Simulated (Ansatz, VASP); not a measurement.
## AgO in VASP and in Ansatz

File INCAR:

```
SYSTEM = AgO
  PREC = Accurate
  ENCUT = 600
  EDIFF = 1E-7
  ISMEAR = -1
  SIGMA = 0.15
  LREAL = .False.
  LASPH = .True.
  NELM = 80
  ALGO = Normal
  ISIF = 3
  LWAVE = .False.
  LCHARG = .False.
  IBRION = 2
  NSW = 80
  EDIFFG = -0.001
```

Contents of KPOINTS:

```
Automatic mesh
0
Gamma
  16 16 16
  0 0 0
```

POSCAR

```
AgO
1.0
    0.0000000000      2.4412689455      2.4412689455
    2.4412689455      0.0000000000      2.4412689455
    2.4412689455      2.4412689455      0.0000000000
Ag O
1 1
Direct
    0.0000000000      0.0000000000      0.0000000000
    0.7500000000      0.7500000000      0.7500000000
```

Input for Ansatz:

```yaml
crystal:
  lattice:
    - [0.0, 2.4412689455, 2.4412689455]
    - [2.4412689455, 0.0, 2.4412689455]
    - [2.4412689455, 2.4412689455, 0.0]
  atoms:
    - { symbol: Ag, position: [0.0, 0.0, 0.0] }
    - { symbol: O, position: [0.75, 0.75, 0.75] }
basis:
  ecutwfc: 420
kpoints:
  mp_grid: { grid: [16, 16, 16] }
hamiltonian:
  xc: lda
scf:
  occupations: { method: fermi_dirac, width: 0.15 }
output:
  forces: true
  stress: true
  eigenvalues: true
relax:
  adjacent_minimum: "off"
  f_tol: 0.001
  max_steps: 60
  cell: { stress_tol: 0.01 }
```

Alike in both runs: task relaxation of cell and atoms; functional LDA; k mesh 16 × 16 × 16; occupations fermi-dirac, width 0.15 eV; no spin polarisation.

|  | VASP | Ansatz |
| --- | --- | --- |
| version | VASP 6.6.1 | Ansatz 0.2.0 |
| potentials or method | VASP PAW LDA potentials, release 64 (Ag, O), cutoff 600 eV | scalar-relativistic, plane waves, PAW |
| valence electrons in the cell | 17 | 25 |

Ansatz gave:

| Property | Result |
| --- | --- |
| gap on the k mesh at the Fermi level, each at its own relaxed structure (eV) | none |
| relaxed volume (Å³/atom) | 14.60 |
| relaxed cell length with the largest relative difference (Å) | 3.456 |

Task: Estimate VASP's values.

Result: gap on the k mesh at the Fermi level, each at its own relaxed structure (eV): none; relaxed volume (Å³/atom): 14.59; relaxed cell length with the largest relative difference (Å): 3.456.

LDA's correlation is that of Perdew and Zunger in VASP and of Perdew and Wang (1992) in Ansatz. A gap of «none» marks a metal or a gap that the smearing closes. VASP's potentials hold 17 valence electrons a cell and Ansatz's 25, so a difference there can come from the potentials and not from the codes.
